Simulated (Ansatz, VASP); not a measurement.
Two plane-wave programs on NbSi

The input INCAR:

```
SYSTEM = NbSi
  PREC = Accurate
  ENCUT = 520
  EDIFF = 1E-6
  ISMEAR = -1
  SIGMA = 0.05
  LREAL = .False.
  LASPH = .True.
  NELM = 150
  ALGO = Normal
  ISIF = 2
  LWAVE = .False.
  LCHARG = .False.
  MAGMOM = 0 0 0 0 0 0
  LORBIT = 11
  LSORBIT = .True.
  GGA_COMPAT = .False.
  LORBMOM = .True.
  LMAXMIX = 4
  GGA = PS
  NBANDS = 29
```

File KPOINTS:

```
regular mesh
0
Gamma
  9 9 9
  0 0 0
```

POSCAR

```
NbSi
1.0
    0.0000000000      2.5738300000      2.5738300000
    2.5738300000      0.0000000000      2.5738300000
    2.5738300000      2.5738300000      0.0000000000
Nb Si
1 1
Direct
    0.0000000000      0.0000000000      0.0000000000
    0.5000000000      0.5000000000      0.5000000000
```

File input.yaml:

```yaml
crystal:
  lattice:
    - [0.0, 2.57383, 2.57383]
    - [2.57383, 0.0, 2.57383]
    - [2.57383, 2.57383, 0.0]
  atoms:
    - { symbol: Nb, position: [0.0, 0.0, 0.0] }
    - { symbol: Si, position: [0.5, 0.5, 0.5] }
hamiltonian:
  xc: pbesol
  pseudopotentials: { kind: paw_fr }
magnetization:
  noncollinear: true
  spin_orbit: true
kpoints:
  mp_grid: { grid: [9, 9, 9] }
  band_path:
    path:
      - [[0.0, 0.0, 0.0], [0.5, 0.0, 0.5], [0.5, 0.25, 0.75], [0.375, 0.375, 0.75], [0.0, 0.0, 0.0], [0.5, 0.5, 0.5], [0.625, 0.25, 0.625], [0.5, 0.25, 0.75], [0.5, 0.5, 0.5], [0.375, 0.375, 0.75]]
      - [[0.625, 0.25, 0.625], [0.5, 0.0, 0.5]]
    npoints: 14
scf:
  occupations: { method: fermi_dirac, width: 0.05 }
  n_extra_bands: 6
output:
  forces: true
  stress: true
  eigenvalues: true
  fatbands: false
```

Alike in both runs: functional PBEsol; k mesh 9 × 9 × 9; occupations fermi-dirac, width 0.05 eV; non-collinear spin, spin-orbit coupling.

|  | VASP | Ansatz |
| --- | --- | --- |
| version | VASP 6.6.1 | Ansatz 0.2.0 |
| potentials or method | VASP PAW PBE potentials, release 64 (Nb_sv, Si) | Ansatz PAW |
| plane-wave cutoff (eV) | 520 | 420 |
| valence electrons in the cell | 17 | 17 |
| task | single point | band structure |

```tsv
	VASP	Ansatz	Ansatz less VASP
pressure (GPa)	-4.4	-4.4	+0.03
```

VASP's potentials were made for PBE, not for PBEsol.
